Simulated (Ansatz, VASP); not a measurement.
InSb: VASP beside Ansatz

```
In Sb
1.0
     5.33908    0.00000    0.00000
     0.00000    5.69290    0.00000
     0.00000    0.00000    3.05276
In Sb
2 2
Direct
  0.00000 0.00000 0.00000
  0.50000 0.50000 0.00000
  0.50000 0.00000 0.83500
  0.00000 0.50000 0.16500
```

Change from the starting cell: volume scaled by 0.99, PAW files.

Alike in both runs: task electric field gradients; functional LDA; k mesh 6 × 6 × 11; occupations fermi-dirac, width 0.08 eV; no spin polarisation.

|  | VASP | Ansatz |
| --- | --- | --- |
| version | VASP 6.6.1 | Ansatz 0.2.0 |
| potentials or method | VASP PAW LDA potentials, release 64 (In_d, Sb) | PAW with Ansatz's default frozen-core files, scalar-relativistic |
| plane-wave cutoff (eV) | 520 | 420 |
| valence electrons in the cell | 36 | 56 |

```csv
,VASP,Ansatz,Ansatz less VASP
pressure (GPa),13.0,12.7,-0.31
"traceless stress, the component that is largest in VASP (GPa)",11.55,11.51,-0.043
rms of the force components (eV/Å),0.282,0.279,-0.0029
size of Vzz on the site where it differs most (V/Å²),85.6,75.3,-10.36
```

LDA's correlation is that of Perdew and Zunger in VASP and of Perdew and Wang (1992) in Ansatz. Atom by atom the forces differ by 0.003 eV/Å (rms over components). VASP's potentials hold 36 valence electrons a cell and Ansatz's 56, so a difference there can come from the potentials and not from the codes.

Neither program's run includes spin-orbit coupling.
